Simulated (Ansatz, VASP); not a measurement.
## CdTe in VASP and in Ansatz

The input INCAR:

```
SYSTEM = CdTe
  PREC = Accurate
  ENCUT = 400
  EDIFF = 1E-6
  ISMEAR = 0
  SIGMA = 0.05
  LREAL = .False.
  LASPH = .True.
  NELM = 120
  ALGO = Normal
  ISIF = 2
  LWAVE = .False.
  LCHARG = .False.
  LDIPOL = .True.
  IDIPOL = 3
  DIPOL = 0.5 0.5 0.500
  GGA = PE
  NBANDS = 56
  GGA_COMPAT = .False.
  NELMDL = -8
```

The input KPOINTS:

```
Automatic mesh
0
Gamma
  8 5 1
  0 0 0
```

File POSCAR:

```
CdTe
1.0
    4.6805252842      0.0000000000      0.0000000000
    0.0000000000      6.6192623360      0.0000000000
    0.0000000000      0.0000000000     24.3610505685
Cd Te
5 5
Direct
    0.5000000000      0.5000000000      0.3078684960
    0.0000000000      0.0000000000      0.4039342480
    0.5000000000      0.5000000000      0.5000000000
    0.0000000000      0.0000000000      0.5960657520
    0.5000000000      0.5000000000      0.6921315040
    0.0000000000      0.2500000000      0.3078684960
    0.5000000000      0.7500000000      0.4039342480
    0.0000000000      0.2500000000      0.5000000000
    0.5000000000      0.7500000000      0.5960657520
    0.0000000000      0.2500000000      0.6921315040
```

Input for Ansatz:

```yaml
crystal:
  lattice:
    - [4.6805252842, 0.0, 0.0]
    - [0.0, 6.619262336, 0.0]
    - [0.0, 0.0, 24.3610505685]
  atoms:
    - { symbol: Cd, position: [0.5, 0.5, 0.307868496] }
    - { symbol: Te, position: [0.0, 0.25, 0.307868496] }
    - { symbol: Cd, position: [0.0, 0.0, 0.403934248] }
    - { symbol: Te, position: [0.5, 0.75, 0.403934248] }
    - { symbol: Cd, position: [0.5, 0.5, 0.5] }
    - { symbol: Te, position: [0.0, 0.25, 0.5] }
    - { symbol: Cd, position: [0.0, 0.0, 0.596065752] }
    - { symbol: Te, position: [0.5, 0.75, 0.596065752] }
    - { symbol: Cd, position: [0.5, 0.5, 0.692131504] }
    - { symbol: Te, position: [0.0, 0.25, 0.692131504] }
basis:
  ecutwfc: 420
kpoints:
  mp_grid: { grid: [8, 5, 1] }
hamiltonian:
  xc: pbe
scf:
  occupations: { method: gaussian, width: 0.05 }
output:
  forces: true
  stress: true
  eigenvalues: true
efield:
  axis: 3
  dipole_correction: true
  ramp_width: 0.04
```

Alike in both runs: task single point; functional PBE; k mesh 8 × 5 × 1; occupations gaussian, width 0.05 eV; no spin polarisation.

|  | VASP | Ansatz |
| --- | --- | --- |
| version | VASP 6.6.1 | Ansatz 0.2.0 |
| potentials or method | VASP PAW PBE potentials, release 64 (Cd, Te), cutoff 400 eV | scalar-relativistic, plane waves, PAW |
| valence electrons in the cell | 90 | 180 |

|  | VASP | Ansatz | Ansatz less VASP |
| --- | --- | --- | --- |
| gap on the k mesh at the Fermi level (eV) | 0.71 | 0.72 | +0.010 |
| least direct gap on the mesh (eV) | 0.71 | 0.72 | +0.010 |
| rms of the force components (eV/Å) | 0.342 | 0.342 | +0.0005 |

The functional is the same, so the differences come from potentials, cutoffs and numerics. VASP's potentials hold 90 valence electrons a cell and Ansatz's 180, so a difference there can come from the potentials and not from the codes.

Spin-orbit coupling is off throughout.
